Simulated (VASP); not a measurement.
# Ti (P6_3/mmc) in VASP: notebook

The runs below take Ti through single point, relaxation of cell and atoms, with PBEsol.

All numbers are computed with VASP 6.6.1; they aren't measurements. Logs are shortened: lines on timing, memory, paths and dates and some standing lists are left out, and cuts for length are marked.

## Step 1: The cell of the first run

Symmetry: P6_3/mmc, No. 194, hexagonal system. Conventional cell: a = 2.950 Å, b = 2.950 Å, c = 4.680 Å, α = 90.00°, β = 90.00°, γ = 120.00°. Within 3.8 Å of Ti (site symmetry -6m2) lie 12 Ti at 2.89 to 2.95 Å.

## Step 2: Single point, PBEsol

The input, INCAR:

```
PREC = Accurate
ENCUT = 520
EDIFF = 1E-6
ISMEAR = 0
SIGMA = 0.1
LREAL = F
LASPH = T
NELM = 80
ALGO = Fast
ISIF = 2
LWAVE = F
LCHARG = F
GGA = PS
NBANDS = 19
```

The input, KPOINTS:

```
Automatic mesh
0
Gamma
  9 9 4
```

The input, POSCAR:

```
Ti
1.0
    2.9500000000      0.0000000000      0.0000000000
   -1.4750000000      2.5547749412      0.0000000000
    0.0000000000      0.0000000000      4.6800000000
Ti
2
Direct
    0.3333333333      0.6666666667      0.2500000000
    0.6666666667      0.3333333333      0.7500000000
```

Potentials or basis: VASP PAW PBE potentials, release 64 (Ti_sv).

Run with:

```bash
cat potpaw_PBE.64/Ti_sv/POTCAR > POTCAR
mpirun -np 1 vasp_std > vasp.out
```

OUTCAR:

```text
PREC = Accurate
   ENCUT = 520
   EDIFF = 1E-6
   ISMEAR = 0
   LREAL = F
   LASPH = T
   NELM = 80
   ISIF = 2
   GGA = PS

 ion  position               nearest neighbor table
   1  0.333  0.667  0.250-   2 2.89   2 2.89   2 2.89   2 2.89   2 2.89   2 2.89
   2  0.667  0.333  0.750-   1 2.89   1 2.89   1 2.89   1 2.89   1 2.89   1 2.89

  LATTYP: Found a hexagonal cell.
 ALAT       =     2.9500000000
 C/A-ratio  =     1.5864406780

  Lattice vectors:

 A1 = (   2.9500000000,   0.0000000000,   0.0000000000)
 A2 = (  -1.4750000000,   2.5547749412,   0.0000000000)
 A3 = (   0.0000000000,   0.0000000000,   4.6800000000)

Analysis of symmetry for initial positions (statically):
=====================================================================
 Subroutine PRICEL returns:
 Original cell was already a primitive cell.

 Routine SETGRP: Setting up the symmetry group for a
 hexagonal supercell.

 Subroutine GETGRP returns: Found 24 space group operations
 (whereof 12 operations were pure point group operations)
 out of a pool of 24 trial point group operations.

The static configuration has the point symmetry D_3d.
 The point group associated with its full space group is D_6h.

Analysis of symmetry for dynamics (positions and initial velocities):
=====================================================================
 Subroutine PRICEL returns:
 Original cell was already a primitive cell.

 Routine SETGRP: Setting up the symmetry group for a
 hexagonal supercell.

 Subroutine GETGRP returns: Found 24 space group operations
 (whereof 12 operations were pure point group operations)
 out of a pool of 24 trial point group operations.

The dynamic configuration has the point symmetry D_3d.
 The point group associated with its full space group is D_6h.

 Subroutine INISYM returns: Found 24 space group operations
 (whereof 12 operations are pure point group operations),
 and found     1 'primitive' translations

----------------------------------------------------------------------------------------

                                     Primitive cell

  volume of cell :      35.2712

  direct lattice vectors                    reciprocal lattice vectors
     2.950000000  0.000000000  0.000000000     0.338983051  0.195711956  0.000000000
    -1.475000000  2.554774941  0.000000000     0.000000000  0.391423911  0.000000000
     0.000000000  0.000000000  4.680000000     0.000000000  0.000000000  0.213675214

  length of vectors
     2.950000000  2.950000000  4.680000000     0.391423911  0.391423911  0.213675214

  position of ions in fractional coordinates (direct lattice)
     0.333333333  0.666666667  0.250000000
     0.666666667  0.333333333  0.750000000

  ion indices of the primitive-cell ions
   primitive index   ion index
                 1           1
                 2           2

----------------------------------------------------------------------------------------

 KPOINTS: Automatic mesh

Automatic generation of k-mesh.
 Grid dimensions read from file:
 generate k-points for:    9    9    4

 Generating k-lattice:

  Cartesian coordinates                     Fractional coordinates (reciprocal lattice)
     0.037664783  0.021745773  0.000000000     0.111111111 -0.000000000  0.000000000
     0.000000000  0.043491546  0.000000000     0.000000000  0.111111111  0.000000000
     0.000000000  0.000000000  0.053418803     0.000000000  0.000000000  0.250000000

  Length of vectors
     0.043491546  0.043491546  0.053418803

  Shift w.r.t. Gamma in fractional coordinates (k-lattice)
     0.000000000  0.000000000  0.000000000

 Subroutine IBZKPT returns following result:
 ===========================================

 Found     36 irreducible k-points:

 Following reciprocal coordinates:
            Coordinates               Weight
  0.000000  0.000000  0.000000      1.000000
  0.111111  0.000000  0.000000      6.000000
  0.222222  0.000000  0.000000      6.000000
  0.333333  0.000000  0.000000      6.000000
  0.444444  0.000000  0.000000      6.000000
  0.111111  0.111111  0.000000      6.000000
[... 16 lines left out ...]
  0.333333  0.222222  0.250000     24.000000
  0.333333  0.333333  0.250000      4.000000
 [... further k-points ...]
   k-points           NKPTS =     36   k-points in BZ     NKDIM =     36   number of bands    NBANDS=     19
   number of dos      NEDOS =    301   number of ions     NIONS =      2
   total plane-waves  NPLWV =  20736
   dimension x,y,z NGX =    24 NGY =   24 NGZ =   36
   dimension x,y,z NGXF=    48 NGYF=   48 NGZF=   72
   ions per type =               2
   NGX,Y,Z   is equivalent  to a cutoff of  13.53, 13.53, 12.79 a.u.
   NGXF,Y,Z  is equivalent  to a cutoff of  27.05, 27.05, 25.58 a.u.
 SYSTEM =  unknown system
   PREC   = accura    normal or accurate (medium, high low for compatibility)
   ISTART =      0    job   : 0-new  1-cont  2-samecut
   ICHARG =      2    charge: 1-file 2-atom 10-const
   ISPIN  =      1    spin polarized calculation?
   LNONCOLLINEAR =      F non collinear calculations
   LSORBIT =      F    spin-orbit coupling
   LASPH  =      T    aspherical Exc in radial PAW
   ENCUT  =  520.0 eV  38.22 Ry    6.18 a.u.   5.49  5.49  8.70*2*pi/ulx,y,z
   NELM   =     80;   NELMIN=  2; NELMDL= -5     # of ELM steps
   EDIFF  = 0.1E-05   stopping-criterion for ELM
   LREAL  =      F    real-space projection
   EDIFFG = 0.1E-04   stopping-criterion for IOM
   NSW    =      0    number of steps for IOM
   IBRION =     -1    ionic relax: 0-MD 1-quasi-New 2-CG
   NFREE  =      0    steps in history (QN), initial steepest desc. (CG)
   ISIF   =      2    stress and relaxation
   ISYM   =      2    0-nonsym 1-usesym 2-fastsym
   POTIM  = 0.5000    time-step for ionic-motion
   TEBEG  =    0.0;   TEEND  =   0.0 temperature during run
   PSTRESS=    0.0 pullay stress
   NELECT =      24.0000    total number of electrons
   NUPDOWN=      -1.0000    fix difference up-down
   EMIN   =  10.00;   EMAX   =-10.00  energy-range for DOS
   EFERMI =   0.00;   METHOD = LEGACY
   ISMEAR =     0;   SIGMA  =   0.10  broadening in eV -4-tet -1-fermi 0-gaus
   EFERMI_NEDOS =   21; number of points for ismear=-14 and -15
   IALGO  =     68    algorithm
   IMIX   =      4    mixing-type and parameters
     AMIX     =   0.40;   BMIX     =  1.00
     AMIX_MAG =   1.60;   BMIX_MAG =  1.00
  volume/ion in A,a.u.               =      17.64       119.01
  Fermi-wavevector in a.u.,A,eV,Ry     =   1.439920  2.721055 28.209912  2.073370
  Thomas-Fermi vector in A             =   2.558722
   LORBIT       =      0    0 simple, 1 ext, 2 COOP (PROOUT), +10 PAW based schemes
   GGA     = PS    functional components
   LHFCALC =     F    Hartree Fock is set to
   AEXX    =    0.0000 exact exchange contribution
   IVDW    =     0    specifies the selected vdW correction
   LEPSILON=     F    determine dielectric tensor
   LRPA    =     F    only Hartree local field effects (RPA)
 non-spin polarized calculation
 RMM-DIIS sequential band-by-band and
 Gauss-broadening in eV      SIGMA  =   0.10
  energy-cutoff  :      520.00
  volume of cell :       35.27
 maximum number of plane-waves:       970
 NGX is ok and might be reduce to    24
   NGX = 11   NGY = 11   NGZ = 17

 number of electron      24.0000002 magnetization

 Free energy of the ion-electron system (eV)
  ---------------------------------------------------
  ext. energy  EPLUGINS =         0.00000000
  ---------------------------------------------------
  free energy    TOTEN  =       -16.65612326 eV

  energy without entropy =      -16.64749067  energy(sigma->0) =      -16.65180697

 E-fermi :   8.0240     XC(G=0): -11.5621

 val. band max:        7.9806624430   @ k =   0.1111   0.1111   0.2500
 cond. band min:       8.0321295314   @ k =   0.2222   0.2222   0.5000
 fundamental gap:      0.0514670883
 Fermi energy:         8.0239695286

 k-point     1 :       0.0000    0.0000    0.0000
  band No.  band energies     occupation
      1     -48.6025      2.00000
      2     -48.4721      2.00000
      3     -25.2775      2.00000
      4     -24.6547      2.00000
      5     -24.6547      2.00000
      6     -24.5955      2.00000
[... 11 lines left out ...]
     18       9.6475      0.00000
     19      11.1498      0.00000

 k-point     2 :       0.1111    0.0000    0.0000
  band No.  band energies     occupation
      1     -48.5911      2.00000
      2     -48.4676      2.00000
      3     -25.2517      2.00000
      4     -24.7073      2.00000
      5     -24.6721      2.00000
      6     -24.6124      2.00000
[... 11 lines left out ...]
     18       9.5149      0.00000
     19      11.2414      0.00000

 k-point     3 :       0.2222    0.0000    0.0000
  band No.  band energies     occupation
      1     -48.5609      2.00000
      2     -48.4572      2.00000
      3     -25.1808      2.00000
      4     -24.8420      2.00000
      5     -24.7460      2.00000
      6     -24.7142      2.00000
[... 11 lines left out ...]
     18      10.0899      0.00000
     19      11.3971      0.00000

 k-point     4 :       0.3333    0.0000    0.0000
  band No.  band energies     occupation
      1     -48.5234      2.00000
      2     -48.4484      2.00000
      3     -25.0839      2.00000
      4     -24.9970      2.00000
      5     -24.8909      2.00000
      6     -24.7598      2.00000
[... 11 lines left out ...]
     18      10.8405      0.00000
     19      11.5045      0.00000

 k-point     5 :       0.4444    0.0000    0.0000
  band No.  band energies     occupation
      1     -48.4944      2.00000
      2     -48.4469      2.00000
      3     -25.0985      2.00000
      4     -24.9979      2.00000
      5     -24.9822      2.00000
      6     -24.7886      2.00000
[... 11 lines left out ...]
     18      11.5516      0.00000
     19      11.8690      0.00000
[... 334 lines left out ...]
      2     -48.4534      2.00000
      3     -25.1568      2.00000
      4     -25.0656      2.00000
      5     -24.8806      2.00000
      6     -24.7783      2.00000
[... 11 lines left out ...]
     18      11.5164      0.00000
     19      12.2389      0.00000

 k-point    22 :       0.2222    0.2222    0.2500
  band No.  band energies     occupation
      1     -48.4963      2.00000
      2     -48.4550      2.00000
      3     -25.0963      2.00000
      4     -25.0184      2.00000
      5     -24.8441      2.00000
      6     -24.8334      2.00000
[... 11 lines left out ...]
     18      11.3858      0.00000
     19      11.9508      0.00000

 k-point    23 :       0.3333    0.2222    0.2500
  band No.  band energies     occupation
      1     -48.4744      2.00000
      2     -48.4536      2.00000
      3     -25.0991      2.00000
      4     -25.0433      2.00000
      5     -24.9190      2.00000
      6     -24.8129      2.00000
[... 11 lines left out ...]
     18      11.4878      0.00000
     19      12.9699      0.00000

 k-point    24 :       0.3333    0.3333    0.2500
  band No.  band energies     occupation
      1     -48.4599      2.00000
      2     -48.4599      2.00000
      3     -25.0375      2.00000
      4     -25.0375      2.00000
      5     -24.9941      2.00000
      6     -24.8388      2.00000
[... 11 lines left out ...]
     18      11.1282      0.00000
     19      14.4614      0.00000

 [... further k-points ...]
[... 5 lines left out ...]
  --------------------------------------------------------------------------------------
  -------------------------------------------------------------------------------------
  Total       -1.3063615     -1.3063615     -1.5980004     -0.0000000     -0.0000000      0.0000000
  in kB      -59.3408043    -59.3408043    -72.5883525     -0.0000000     -0.0000000      0.0000000
  external PRESSURE =     -63.7566537 kB  Pullay stress =       0.0000000 kB

 VOLUME and BASIS-vectors are now :
 -----------------------------------------------------------------------------
  energy-cutoff  :      520.00
  volume of cell :       35.27
      direct lattice vectors                 reciprocal lattice vectors
     2.950000000  0.000000000  0.000000000     0.338983051  0.195711956  0.000000000
    -1.475000000  2.554774941  0.000000000     0.000000000  0.391423911  0.000000000
     0.000000000  0.000000000  4.680000000     0.000000000  0.000000000  0.213675214

 POSITION                                       TOTAL-FORCE (eV/Angst)
 -----------------------------------------------------------------------------------
     -0.00000      1.70318      1.17000        -0.000000     -0.000000      0.000000
      1.47500      0.85159      3.51000         0.000000      0.000000      0.000000
 -----------------------------------------------------------------------------------
    total drift:                               -0.000000      0.000000     -0.000000

  FREE ENERGIE OF THE ION-ELECTRON SYSTEM (eV)
  ---------------------------------------------------
  free  energy   TOTEN  =       -16.6561232608 eV

  energy  without entropy=      -16.6474906695  energy(sigma->0) =      -16.65180697
```

Run time: 25 s. Hardware: 1 thread of Intel Xeon 6975P-C (Granite Rapids), shared host; peak memory 0.16 GiB.

What came out:

```
Free energy            : -16.6561 eV
Pressure               : -6.4 GPa
Band gap on the k mesh : zero (band 12 reaches 8.82 eV, above the bottom of band 13 at 7.83 eV)
```

Caveat: the PAW data sets were made with another functional, which shifts forces and pressure a little.

(Continued in part 2 of 2.)
